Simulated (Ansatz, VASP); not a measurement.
**Two plane-wave programs on ScAlN2**

```
Sc Al N
1.0
     3.60307    0.00000    0.00000
    -1.80154    3.12035    0.00000
     0.00000    0.00000    5.57049
Sc Al N
1 1 2
Cartesian
  0.0000 0.0000 0.0000
  0.0000 0.0000 2.7852
  0.0000 2.0802 2.7852
  1.8015 1.0401 2.7852
```

Alike in both runs: functional PBE; k mesh 12 × 12 × 8; occupations gaussian, width 0.1 eV; no spin polarisation.

Ansatz relaxed the structure, and its values are those at the end. VASP's run is a single point on that final structure, the one shown.

|  | VASP | Ansatz |
| --- | --- | --- |
| version | VASP 6.6.1 | Ansatz 0.2.0 |
| potentials or method | VASP PAW PBE potentials, release 64 (Sc_sv, Al, N), cutoff 520 eV | scalar-relativistic, plane waves, PAW |
| valence electrons in the cell | 24 | 24 |

Ansatz gave:

```
gap on the k mesh at the Fermi level (eV) : none
pressure (GPa)                            : 0.0
```

Estimate VASP's values.

gap on the k mesh at the Fermi level (eV): none; pressure (GPa): -0.1.

A gap of «none» marks a metal or a gap that the smearing closes. The functional is the same, so the differences come from potentials, cutoffs and numerics.
